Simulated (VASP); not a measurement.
# Tc12H2C in VASP: single point with PBE+D3(BJ)

Aim: the single point of Tc12H2C with PBE+D3(BJ).

All numbers are computed with VASP 6.6.1; they aren't measurements. Logs are shortened: lines on timing, memory, paths and dates and some standing lists are left out, and cuts for length are marked.

## 1. The cell of the first run

The cell holds a slab with vacuum, 15 atoms: a = 5.480 Å, b = 5.480 Å, c = 17.395 Å, α = 90.00°, β = 90.00°, γ = 60.00°.

## 2. Single point, PBE+D3(BJ)

Input file INCAR:

```
SYSTEM = Tc12H2C
ALGO     = Normal         ! electronic algorithm
EDIFF    = 1E-6           ! SCF threshold, eV
ENCUT    = 520            ! plane-wave cutoff, eV
GGA      = PE             ! functional
ISIF     = 2              ! what is computed and relaxed
ISMEAR   = -1             ! smearing method
IVDW     = 12             ! dispersion correction
LASPH    = .TRUE.         ! aspherical terms in the spheres
LCHARG   = .TRUE.         ! write CHGCAR
LELF     = .TRUE.         ! ELF
LREAL    = Auto         
LVHAR    = .TRUE.       
LWAVE    = .FALSE.        ! write WAVECAR
NBANDS   = 94             ! bands
NELM     = 80             ! most SCF steps
PREC     = Accurate       ! precision mode
SIGMA    = 0.15           ! smearing width, eV
```

Input file KPOINTS:

```
k-points
0
G
  4 4 1
  0 0 0
```

Input file POSCAR:

```
Tc12H2C
1.0
    5.4800000000      0.0000000000      0.0000000000
    2.7400000000      4.7458190000      0.0000000000
    0.0000000000      0.0000000000     17.3949600000
Tc C H
12 1 2
Direct
    0.0000000000      0.0000000000      0.0574879000
    0.5000000000      0.0000000000      0.0574879000
    0.0000000000      0.5000000000      0.0574879000
    0.5000000000      0.5000000000      0.0574879000
   -0.1686353284      0.3318812291      0.1791641732
    0.3339644390      0.3324181764      0.1787815871
   -0.1676934692      0.8342498514      0.1787904947
    0.3322864015      0.8321537597      0.1731532936
    0.0035218904     -0.0029585002      0.3064447124
    0.4995602362     -0.0001131223      0.3040515587
   -0.0018331671      0.4988512618      0.2943458728
    0.4962094459      0.5036107760      0.3064775513
    0.6706018204      0.1703965204      0.3874522561
    0.7218623799      0.2218770304      0.4441507053
    0.5519799455      0.0502320088      0.4082744240
```

Potentials or basis: VASP PAW PBE potentials, release 64 (Tc_pv, C, H).

On the command line:

```sh
> cat potpaw_PBE.64/Tc_pv/POTCAR potpaw_PBE.64/C/POTCAR potpaw_PBE.64/H/POTCAR > POTCAR
> mpirun -np 1 vasp_std > vasp.out
```

OUTCAR:

```text
SYSTEM = Tc12H2C
   EDIFF = 1E-6
   ENCUT = 520
   GGA = PE
   ISIF = 2
   ISMEAR = -1
   IVDW = 12
   LASPH = .TRUE.
   LREAL = Auto
   NELM = 80
   PREC = Accurate
 IVDW          = 12

 ion  position               nearest neighbor table
   1  0.000  0.000  0.057-   8 2.56   7 2.64   5 2.64   3 2.74   3 2.74   4 2.74   4 2.74   2 2.74
                             2 2.74
   2  0.500  0.000  0.057-   8 2.57   7 2.63   6 2.63   4 2.74   3 2.74   4 2.74   3 2.74   1 2.74
                             1 2.74
   3  0.000  0.500  0.057-   6 2.64   7 2.64   5 2.65   1 2.74   1 2.74   2 2.74   2 2.74   4 2.74
                             4 2.74
   4  0.500  0.500  0.057-   8 2.56   5 2.64   6 2.64   2 2.74   1 2.74   2 2.74   1 2.74   3 2.74
                             3 2.74
   5  0.831  0.332  0.179-  11 2.55   4 2.64   1 2.64   3 2.65   6 2.72   7 2.72   9 2.73  12 2.73
                             8 2.74   8 2.74   7 2.76   6 2.76
   6  0.334  0.332  0.179-  11 2.57   2 2.63   4 2.64   3 2.64  10 2.69   5 2.72  12 2.73   7 2.73
                             8 2.74   8 2.75   7 2.75   5 2.76
   7  0.832  0.834  0.179-  11 2.56   2 2.63   1 2.64   3 2.64  10 2.69   5 2.72   9 2.73   6 2.73
                             8 2.74   8 2.75   6 2.75   5 2.76
   8  0.332  0.832  0.173-   4 2.56   1 2.56   2 2.57   6 2.74   7 2.74   5 2.74   5 2.74   7 2.75
                             6 2.75  10 2.78  12 2.79   9 2.79
   9  0.004  0.997  0.306-  13 2.12  12 2.70   5 2.73  10 2.73   7 2.73  11 2.74  11 2.75  10 2.75
                            12 2.78   8 2.79
  10  0.500  1.000  0.304-  15 1.88  13 2.18   6 2.69   7 2.69   9 2.73  12 2.73  11 2.74  11 2.75
                            12 2.75   9 2.75   8 2.78
  11  0.998  0.499  0.294-   5 2.55   7 2.56   6 2.57   9 2.74  10 2.74  12 2.75  10 2.75  12 2.75
                             9 2.75
  12  0.496  0.504  0.306-  13 2.12   9 2.70   5 2.73   6 2.73  10 2.73  11 2.75  11 2.75  10 2.75
                             9 2.78   8 2.79
  13  0.671  0.170  0.387-  14 1.10  15 1.19   9 2.12  12 2.12  10 2.18
  14  0.722  0.222  0.444-  13 1.10
  15  0.552  0.050  0.408-  13 1.19  10 1.88

  LATTYP: Found a hexagonal cell.
 ALAT       =     5.4799998158
 C/A-ratio  =     3.1742628804

  Lattice vectors:

 A1 = (  -2.7400000000,  -4.7458190000,   0.0000000000)
 A2 = (   5.4800000000,   0.0000000000,   0.0000000000)
 A3 = (   0.0000000000,   0.0000000000,  17.3949600000)

Analysis of symmetry for initial positions (statically):
=====================================================================
 Subroutine PRICEL returns:
 Original cell was already a primitive cell.
[... 150 lines left out ...]
   IALGO  =     38    algorithm
   IMIX   =      4    mixing-type and parameters
     AMIX     =   0.40;   BMIX     =  1.00
     AMIX_MAG =   1.60;   BMIX_MAG =  1.00
  volume/ion in A,a.u.               =      30.16       203.53
  Fermi-wavevector in a.u.,A,eV,Ry     =   1.162541  2.196883 18.388281  1.351501
  Thomas-Fermi vector in A             =   2.299100
   LORBIT       =      0    0 simple, 1 ext, 2 COOP (PROOUT), +10 PAW based schemes
   GGA     = PE    functional components
   LHFCALC =     F    Hartree Fock is set to
   AEXX    =    0.0000 exact exchange contribution
   IVDW    =    12    specifies the selected vdW correction
   LEPSILON=     F    determine dielectric tensor
   LRPA    =     F    only Hartree local field effects (RPA)
 non-spin polarized calculation
  energy-cutoff  :      520.00
  volume of cell :      452.39
 maximum number of plane-waves:     12203
 NGX is ok and might be reduce to    42
   NGX = 21   NGY = 21   NGZ = 65

 number of electron     162.0000021 magnetization

 Free energy of the ion-electron system (eV)
  ---------------------------------------------------
  ext. energy  EPLUGINS =         0.00000000
  ---------------------------------------------------
  free energy    TOTEN  =      -133.32899388 eV

  energy without entropy =     -132.28153859  energy(sigma->0) =     -132.80526624

 E-fermi :   2.4045     XC(G=0):  -6.6591

 val. band max:        2.4033822223   @ k =   0.5000   0.5000   0.0000
 cond. band min:       2.4397827359   @ k =  -0.2500   0.2500   0.0000
 fundamental gap:      0.0364005136
 Fermi energy:         2.4044726167

 k-point     1 :       0.0000    0.0000    0.0000
  band No.  band energies     occupation
      1     -37.1847      2.00000
      2     -37.1180      2.00000
      3     -37.1016      2.00000
      4     -37.0907      2.00000
      5     -37.0650      2.00000
      6     -37.0360      2.00000
[... 949 lines left out ...]
     92       3.9297      0.00008
     93       4.0136      0.00004
 [bands above 93 left out]

------------------------ aborting loop because EDIFF is reached ----------------------------------------

 Edisp (eV)   -5.42180

 E8    (eV) :    -2.5828

  FORCE on cell =-STRESS in cart. coord.  units (eV):
  Direction    XX          YY          ZZ          XY          YZ          ZX
  --------------------------------------------------------------------------------------
  -------------------------------------------------------------------------------------
  Total     -11.62594   -11.46709    -0.94261    -0.12955    -0.05177    -0.04264
  in kB     -41.17406   -40.61148    -3.33830    -0.45881    -0.18335    -0.15101
  external pressure =      -28.37 kB  Pullay stress =        0.00 kB

 VOLUME and BASIS-vectors are now :
 -----------------------------------------------------------------------------
  energy-cutoff  :      520.00
  volume of cell :      452.39
      direct lattice vectors                 reciprocal lattice vectors
     5.480000000  0.000000000  0.000000000     0.182481752 -0.105355893  0.000000000
     2.740000000  4.745819000  0.000000000     0.000000000  0.210711787  0.000000000
     0.000000000  0.000000000 17.394960000     0.000000000  0.000000000  0.057487916

 POSITION                                       TOTAL-FORCE (eV/Angst)
 -----------------------------------------------------------------------------------
      0.00000      0.00000      1.00000        -0.045522      0.039341     -0.087063
      2.74000      0.00000      1.00000         0.055885      0.032539      0.003652
      1.37000      2.37291      1.00000        -0.006288      0.000600      0.330519
      4.11000      2.37291      1.00000         0.007286     -0.057578     -0.089731
      5.46523      1.57505      3.11655         0.002250     -0.005894     -0.001557
      2.74095      1.57760      3.10990         0.001067     -0.006668      0.001221
      6.84688      3.95920      3.11005        -0.007449      0.003706     -0.002066
      4.10103      3.94925      3.01199        -0.001147      0.005670     -0.033608
      2.75119      4.73178      5.33059        -0.014492     -0.004010     -0.001798
      5.47728      4.74528      5.28896         0.014215      0.003371     -0.036586
      6.83681      2.36746      5.12013         0.007228      0.003399     -0.027906
      4.09912      2.39005      5.33116        -0.002312     -0.012903     -0.001438
      4.14178      0.80867      6.73972         0.004710      0.003131     -0.096298
      4.56375      1.05299      7.72598         0.012902      0.008957      0.028415
      3.16249      0.23839      7.10192        -0.028332     -0.013660      0.014244
 -----------------------------------------------------------------------------------
    total drift:                               -0.004006     -0.002180      0.022368

  FREE ENERGIE OF THE ION-ELECTRON SYSTEM (eV)
  ---------------------------------------------------
  free  energy   TOTEN  =      -138.7507960362 eV

  energy  without entropy=     -137.7033407497  energy(sigma->0) =     -138.22706839
```

OSZICAR:

```text
N       E                     dE             d eps       ncg     rms          rms(c)
DAV:   1     0.206431958460E+04    0.20643E+04   -0.95741E+04  2360   0.158E+03
DAV:   2    -0.447609257412E+02   -0.21091E+04   -0.20574E+04  2028   0.452E+02
DAV:   3    -0.141975012160E+03   -0.97214E+02   -0.94012E+02  2776   0.974E+01
[... 24 lines left out ...]
DAV:  28    -0.133328981076E+03   -0.17799E-04   -0.11706E-06  1288   0.554E-03    0.178E-03
DAV:  29    -0.133328990212E+03   -0.91359E-05   -0.73060E-07  1264   0.297E-03    0.131E-03
DAV:  30    -0.133328991389E+03   -0.11769E-05   -0.16741E-07  1136   0.183E-03    0.949E-04
DAV:  31    -0.133328992916E+03   -0.15275E-05   -0.17966E-07  1144   0.160E-03    0.298E-04
DAV:  32    -0.133328993880E+03   -0.96357E-06   -0.14692E-07  1176   0.918E-04
   1 F= -.13875080E+03 E0= -.13822707E+03  d E =-.104746E+01
```

It took 18 min on 1 thread of AMD EPYC 7R13 (Zen 3), shared host; peak memory 0.66 GiB.

Results:

| Item | Value |
| --- | --- |
| Free energy | -138.7508 eV |
| Largest force | 0.331 eV/Å |
| Band gap on the k mesh | zero (bands 81 and 82 overlap by 0.84 eV) |
| Dispersion energy per atom | -0.361 eV |

Forces in eV/Å, atoms in the order of the input:
```
Tc  -0.046  0.039 -0.087
Tc   0.056  0.033  0.004
Tc  -0.006  0.001  0.331
Tc   0.007 -0.058 -0.090
Tc   0.002 -0.006 -0.002
Tc   0.001 -0.007  0.001
Tc  -0.007  0.004 -0.002
Tc  -0.001  0.006 -0.034
Tc  -0.014 -0.004 -0.002
Tc   0.014  0.003 -0.037
Tc   0.007  0.003 -0.028
Tc  -0.002 -0.013 -0.001
C    0.005  0.003 -0.096
H    0.013  0.009  0.028
H   -0.028 -0.014  0.014
```

Levels at points of the mesh, in eV from the Fermi level:
| k point | band 78 | band 79 | band 80 | band 81 | band 82 | band 83 | band 84 | band 85 | band 86 | band 87 |
| --- | --- | --- | --- | --- | --- | --- | --- | --- | --- | --- |
| (0.00, 0.00, 0.00) | 0.26 | 0.30 | 0.43 | 0.51 | 0.61 | 0.78 | 1.16 | 1.46 | 1.59 | 1.61 |
| (0.50, 0.00, 0.00) | -0.91 | -0.57 | -0.45 | -0.38 | -0.33 | -0.08 | 0.19 | 0.43 | 0.55 | 0.57 |
| (0.50, 0.50, 0.00) | -0.83 | -0.59 | -0.39 | -0.34 | -0.31 | 0.00 | 0.11 | 0.34 | 0.53 | 0.58 |
| (0.00, 0.50, 0.00) | -0.91 | -0.57 | -0.45 | -0.38 | -0.33 | -0.08 | 0.19 | 0.43 | 0.55 | 0.57 |

Caveat: there is no dipole correction, which matters where the two faces differ.

The gap in the log of VASP goes by the Fermi energy; the results here count the filled bands.